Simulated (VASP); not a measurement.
# Pd: relaxation of cell and atoms with r2SCAN

The system is Pd.

```
CELL_PARAMETERS angstrom
2.66472 0.00000 0.00000
-1.33236 2.30771 0.00000
0.00000 0.00000 4.28601
ATOMIC_POSITIONS crystal
Pd 0.66667 0.33333 0.75000
Pd 0.33333 0.66667 0.25000
```

This isn't the form of Pd at room conditions, which is fcc.

| Quantity | Value |
| --- | --- |
| Program | VASP 6.6.1 |
| Task | relaxation of cell and atoms |
| Functional | r2SCAN |
| Potentials or basis | VASP PAW PBE potentials, release 64 (Pd) |
| Cutoff | 600 eV |
| k mesh | 12 × 12 × 6 |
| Occupations | gaussian, width 0.1 eV |
| Spin | no spin polarisation |
| Dipole correction | no |
| Further INCAR settings | ALGO = Normal; EDIFF = 1e-06; IBRION = 2; EDIFFG = -0.05; NSW = 80; ISIF = 3 |

The relaxed volume is 15.03 Å³/atom. The relaxed cell is a = 2.745 Å, b = 2.745 Å, c = 4.606 Å, α = 90.00°, β = 90.00°, γ = 120.00°. The space group after relaxing (to 0.1 Å) is P6_3/mmc (No. 194). The energy gained by relaxing is 187.1 meV/atom. The ionic steps are 7. The pressure after relaxing is 0.2 GPa and the band gap on the k mesh is zero (bands 10 and 11 overlap by 0.96 eV).

The path:
```tsv
step	energy change (eV)	largest force (eV/Å)	pressure (GPa)	volume (Å³)
1	0.0000	0.0000	35.40	26.36
2	0.4915	0.0000	-22.85	39.09
3	-0.3631	0.0000	-2.31	30.50
4	-0.3654	0.0000	-0.67	30.22
5	-0.3655	0.0000	-0.20	30.14
6	-0.3716	0.0000	-0.06	30.10
7	-0.3741	0.0000	0.22	30.06
```

Final structure:
```
Pd
1.0
     2.74488    0.00000    0.00000
    -1.37244    2.37714    0.00000
     0.00000    0.00000    4.60626
Pd
2
Direct
  0.66667 0.33333 0.75000
  0.33333 0.66667 0.25000
```

Levels at points of the mesh, in eV from the Fermi level:
| k point | band 7 | band 8 | band 9 | band 10 | band 11 | band 12 | band 13 | band 14 |
| --- | --- | --- | --- | --- | --- | --- | --- | --- |
| (0.00, 0.00, 0.00) | -2.40 | -1.66 | -1.66 | -0.26 | -0.26 | 1.10 | 7.14 | 18.07 |
| (0.50, 0.00, 0.00) | -1.65 | -0.01 | 0.05 | 0.23 | 2.84 | 4.85 | 10.13 | 10.38 |
| (0.00, 0.00, 0.50) | -2.78 | -2.78 | -0.72 | -0.72 | -0.72 | -0.72 | 14.47 | 14.47 |
| (0.50, 0.00, 0.50) | -0.43 | -0.43 | 0.16 | 0.16 | 2.95 | 2.95 | 8.62 | 8.62 |

Run time: 7 min on 1 thread of AMD EPYC 9R45 96-Core Processor (Zen 5), with other jobs on the host, peak memory 0.16 GiB.

Caveat: the PAW data sets were made with another functional, which shifts forces and pressure a little.
